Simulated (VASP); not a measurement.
Rh, 2 atoms in the cell. It takes space group Fd-3m (No. 227, cubic). The conventional cell has a = 5.287 Å, b = 5.287 Å, c = 5.287 Å, α = 90.00°, β = 90.00°, γ = 90.00°. Within 3.0 Å of Rh (site symmetry -43m) lie 4 Rh at 2.29 Å. This isn't the form of Rh at room conditions, which is fcc.

| Property | Result |
| --- | --- |
| Program | VASP 6.6.1 |
| Task | single point |
| Functional | PBEsol |
| Potentials or basis | VASP PAW PBE potentials, release 64 (Rh_pv) |
| Cutoff | 520 eV |
| k mesh | 11 × 11 × 11 |
| Occupations | fermi-dirac, width 0.1 eV |
| Spin | no spin polarisation |
| Dipole correction | no |
| Further INCAR settings | ALGO = Normal; EDIFF = 1e-06; NBANDS = 22 |

Potentials or basis: VASP PAW PBE potentials, release 64 (Rh_pv).

The run is started by

```sh
$ cat potpaw_PBE.64/Rh_pv/POTCAR > POTCAR
$ mpirun -np 1 vasp_std > vasp.out
```

Hardware: 1 thread of Intel Xeon 8259CL (shared host).

Problem. How long does it take, and how much memory?

Solution. It took 56 s on 1 thread of Intel Xeon 8259CL, on a shared host, peak memory 0.18 GiB. Counts: scf iterations 11, k points 56.
